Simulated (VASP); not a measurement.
A run of VASP 6.6.1 is set up as follows.

File POSCAR:

```
C
1.0
    0.0000000000      1.7801417077      1.7801417077
    1.7801417077      0.0000000000      1.7801417077
    1.7801417077      1.7801417077      0.0000000000
C
2
Direct
    0.5000000000      0.5000000000      0.5000000000
    0.7500000000      0.7500000000      0.7500000000
```

INCAR.step1

```
  ALGO = Normal
  EDIFF = 1E-5
  ENCUT = 910
  GGA = PE
  GGA_COMPAT = False
  ISMEAR = 0
  LASPH = True
  LCHARG = False
  LREAL = False
  LWAVE = True
  NBANDS = 11
  NELM = 120
  PREC = Accurate
  SIGMA = 0.05
```

Contents of INCAR.step2:

```
  ALGO = Normal
  EDIFF = 1E-6
  ENCUT = 910
  GGA_COMPAT = False
  ISIF = 2
  ISMEAR = 0
  ISTART = 1
  LASPH = True
  LCHARG = True
  LELF = True
  LMIXTAU = True
  LREAL = False
  LVHAR = True
  LWAVE = False
  METAGGA = R2SCAN
  NBANDS = 11
  NELM = 120
  PREC = Accurate
  SIGMA = 0.05
```

Contents of KPOINTS:

```
k-points
0
Gamma
  12 12 12
```

Potentials or basis: VASP PAW PBE potentials, release 64 (C_h).

The run is started by

```sh
$ cat potpaw_PBE.64/C_h/POTCAR > POTCAR
$ cp INCAR.step1 INCAR
$ mpirun -np 1 vasp_std > vasp.out
$ cp INCAR.step2 INCAR
$ mpirun -np 1 vasp_std > vasp.out
```

Question: Estimate the band gap on the k mesh.

Answer: 4.39 eV, indirect (least direct gap 5.89 eV).

Question: Predict the pressure.

Answer: -0.8 GPa.

Caveat: the cutoff is under 1.25 times the usual one of these potentials, so pressure, stress and relaxed cells hold a basis-set (Pulay) error; the PAW data sets were made with another functional, which shifts forces and pressure a little. r2SCAN opens gaps a little over a GGA but as a rule still falls short of measured ones.
